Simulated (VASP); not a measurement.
Runs of VASP 6.6.1 on Ir. The structure is that of space group P6_3/mmc (No. 194), or close to it. The cells are those of the table. 

```tsv
task	cell	k mesh	cutoff (eV)	gap on the mesh (eV)	pressure (GPa)
single point	a = 2.682, b = 2.682, c = 4.353 Å, angles 90.0, 90.0, 120.0°, 2 atoms	15 × 15 × 8	520	none	18.4
single point	a = 2.645, b = 2.645, c = 4.292 Å, angles 90.0, 90.0, 120.0°, 2 atoms	15 × 15 × 8	520	none	40.8
single point	a = 2.719, b = 2.719, c = 4.413 Å, angles 90.0, 90.0, 120.0°, 2 atoms	15 × 15 × 8	520	none	(a)
single point	a = 2.719, b = 2.719, c = 4.413 Å, angles 90.0, 90.0, 120.0°, 2 atoms	13 × 13 × 7	520	none	1.0
single point	a = 2.755, b = 2.755, c = 4.471 Å, angles 90.0, 90.0, 120.0°, 2 atoms	15 × 15 × 8	520	none	-13.0
single point	a = 2.606, b = 2.606, c = 4.229 Å, angles 90.0, 90.0, 120.0°, 2 atoms	15 × 15 × 8	520	none	(c)
single point	a = 2.824, b = 2.824, c = 4.583 Å, angles 90.0, 90.0, 120.0°, 2 atoms	15 × 15 × 8	520	none	-32.0
single point	a = 2.790, b = 2.790, c = 4.528 Å, angles 90.0, 90.0, 120.0°, 2 atoms	15 × 15 × 8	520	none	-23.7
relaxation of cell and atoms	relaxed from a = 2.715, b = 2.715, c = 4.433 Å, angles 90.0, 90.0, 120.0°, 2 atoms	13 × 13 × 7	600	none	0.0
single point	a = 2.719, b = 2.719, c = 4.413 Å, angles 90.0, 90.0, 120.0°, 2 atoms	22 × 22 × 12	520	none	(b)
```

Alike in all rows: level PBEsol; potentials or basis VASP PAW PBE potentials, release 64 (Ir); no spin polarisation; smearing fermi-dirac 0.1 eV.

Task: Estimate the missing entries.

Result: (a) 0.8; (b) 0.9; (c) 69.3.

Caveats: the PAW data sets were made with another functional, which shifts forces and pressure a little; spin-orbit coupling is left out, which moves the levels of the heavy elements.

A k mesh can miss the band edges, and the runs leave out spin-orbit coupling on Ir.

A gap of «none» marks levels without a gap at the run's occupations.
